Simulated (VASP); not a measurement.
Here is a VASP 6.6.1 calculation.

The input INCAR:

```
PREC = Accurate
ENCUT = 520
EDIFF = 1E-7
ISMEAR = -1
SIGMA = 0.05
LREAL = False
LASPH = True
NELM = 100
ALGO = Normal
ISIF = 2
LWAVE = False
LCHARG = True
GGA = CA
LELF = True
LVHAR = True
NBANDS = 16
```

Contents of KPOINTS:

```
Automatic mesh
0
Gamma
  11 11 11
```

Contents of POSCAR:

```
Al2Au
1.0
    0.0000000000      3.0000000000      2.9400000000
    3.0000000000      0.0000000000      2.9400000000
    3.0000000000      3.0000000000      0.0000000000
Al Au
2 1
Direct
    0.2500000000      0.2500000000      0.2500000000
    0.7500000000      0.7500000000      0.7500000000
    0.0000000000      0.0000000000      0.0000000000
```

Potentials or basis: VASP PAW LDA potentials, release 64 (Al, Au).

Run with:

```bash
$ cat potpaw_LDA.64/Al/POTCAR potpaw_LDA.64/Au/POTCAR > POTCAR
$ mpirun -np 1 vasp_std > vasp.out
```

(1) What does it give for the pressure?

(2) Estimate the band gap on the k mesh.

Results:

(1) 0.0 GPa.

(2) zero (an odd number of electrons rules out a gap without spin polarisation).

Caveat: the cell differs from its parent crystal (zz strain of -2 %); spin-orbit coupling is left out, which moves the levels of the heavy elements.
